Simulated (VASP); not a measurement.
Write the native input for VASP 6.6.1 that does the following.

| Item | Value |
| --- | --- |
| Task | single point |
| Functional | PBEsol |
| Potentials or basis | VASP PAW PBE potentials, release 64 (Zr_sv) |
| Cutoff | 520 eV |
| k mesh | 14 × 14 × 14 |
| Occupations | fermi-dirac, width 0.08 eV |
| Spin | no spin polarisation |
| Dipole correction | no |
| Further INCAR settings | ALGO = Normal; EDIFF = 1e-07; NBANDS = 12 |

The structure of Zr lies in POSCAR:

```
Zr
1.0
   -1.8462000000      1.8462000000      1.8100000000
    1.8462000000     -1.8462000000      1.8100000000
    1.8462000000      1.8462000000     -1.8100000000
Zr
1
Direct
    0.0000000000      0.0000000000      0.0000000000
```

This cell differs from its parent crystal: equal xx and yy strain of +2 %.

The input as run:

INCAR

```
ALGO = Normal
EDIFF = 1E-7
ENCUT = 520
GGA = PS
ISIF = 2
ISMEAR = -1
LASPH = T
LCHARG = T
LELF = T
LREAL = F
LVHAR = T
LWAVE = F
NBANDS = 12
NELM = 60
PREC = Accurate
SIGMA = 0.08
```

KPOINTS

```
k-points
0
Gamma
  14 14 14
```

Potentials or basis: VASP PAW PBE potentials, release 64 (Zr_sv).

The run is started by

```console
$ cat potpaw_PBE.64/Zr_sv/POTCAR > POTCAR
$ mpirun -np 1 vasp_std > vasp.out
```

It gave:

* Pressure: -9.2 GPa
* Band gap on the k mesh: zero (bands 6 and 7 overlap by 1.64 eV)

Caveat: the cell differs from its parent crystal (equal xx and yy strain of +2 %); the cell stands under tension; the PAW data sets were made with another functional, which shifts forces and pressure a little.

Wall time 30 s on 1 thread of Intel(R) Xeon(R) Platinum 8488C (Sapphire Rapids), with other jobs on the host, peak memory 0.19 GiB.
